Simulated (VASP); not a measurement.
**BaS: single point with HSE06**

BaS:

```
CELL_PARAMETERS angstrom
3.83376 0.00000 0.00000
0.00000 3.83376 0.00000
0.00000 0.00000 3.95414
ATOMIC_POSITIONS crystal
Ba 0.00000 0.00000 0.00000
S 0.50000 0.50000 0.50000
```

This cell differs from its parent crystal: uniaxial z strain +3.1%.

| Quantity | Value |
| --- | --- |
| Program | VASP 6.6.1 |
| Task | single point |
| Functional | HSE06 |
| Potentials or basis | VASP PAW PBE potentials, release 64 (Ba_sv, S) |
| Cutoff | 520 eV |
| k mesh | 4 × 4 × 4 |
| Occupations | gaussian, width 0.01 eV |
| Spin | no spin polarisation |

| Quantity | Value |
| --- | --- |
| Pressure | -1.0 GPa |
| Band gap on the k mesh | 2.28 eV (least direct gap 2.42 eV) |

Stress tensor (GPa, compression positive):
```
 0.20  0.00  0.00
 0.00  0.20  0.00
 0.00  0.00 -3.39
```

Levels at points of the mesh, in eV from the valence-band top:
| k point | band 6 | band 7 | band 8 | band 9 | band 10 | band 11 |
| --- | --- | --- | --- | --- | --- | --- |
| (0.00, 0.00, 0.00) | -0.37 | -0.15 | -0.15 | 2.28 | 2.31 | 4.54 |
| (0.50, 0.00, 0.00) | -3.15 | -1.01 | -0.68 | 3.45 | 7.14 | 7.34 |
| (0.50, 0.50, 0.00) | -1.61 | -1.61 | -0.21 | 3.15 | 3.89 | 5.01 |
| (0.00, 0.00, 0.50) | -3.15 | -0.74 | -0.74 | 3.29 | 6.76 | 7.48 |
| (0.50, 0.00, 0.50) | -1.63 | -1.54 | 0.00 | 2.98 | 4.31 | 5.25 |
| (0.50, 0.50, 0.50) | -2.97 | -2.96 | -2.96 | 8.11 | 8.38 | 8.38 |

Run time: 16 min on 1 thread of AMD EPYC 7R13 Processor (Zen 3), with other jobs on the host, peak memory 0.26 GiB.

Caveat: the cell differs from its parent crystal (uniaxial z strain +3.1%); the PAW data sets were made with another functional, which shifts forces and pressure a little; spin-orbit coupling is left out, which moves the levels of the heavy elements. A k mesh can miss the band edges.
